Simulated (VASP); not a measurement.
Crystal: LiF.

```
Li F
1.0
     0.00000    1.99487    1.99487
     1.99487    0.00000    1.99487
     1.99487    1.99487    0.00000
Li F
1 1
Direct
  0.00000 0.00000 0.00000
  0.50000 0.50000 0.50000
```

Program: VASP 6.6.1. Alike in all runs: task single point; no spin polarisation; cell as given; smearing gaussian 0.01 eV.

Task: Order these runs on this cell by their pressure, lowest first.
A. level PBE; potentials or basis VASP PAW PBE potentials, release 64 (Li_sv, F); k mesh 6 × 6 × 6; cutoff (eV) 750
B. level LDA; potentials or basis VASP PAW LDA potentials, release 64 (Li_sv, F); k mesh 10 × 10 × 10; cutoff (eV) 750
C. level r2SCAN; potentials or basis VASP PAW PBE potentials, release 64 (Li_sv, F); k mesh 10 × 10 × 10; cutoff (eV) 830

Result: B (-5.2 GPa), C (-0.3 GPa), A (3.7 GPa).

Caveats: some runs use coarse meshes; the PAW data sets were made with another functional, which shifts forces and pressure a little (at least some runs); the cell stands under tension (at least some runs).
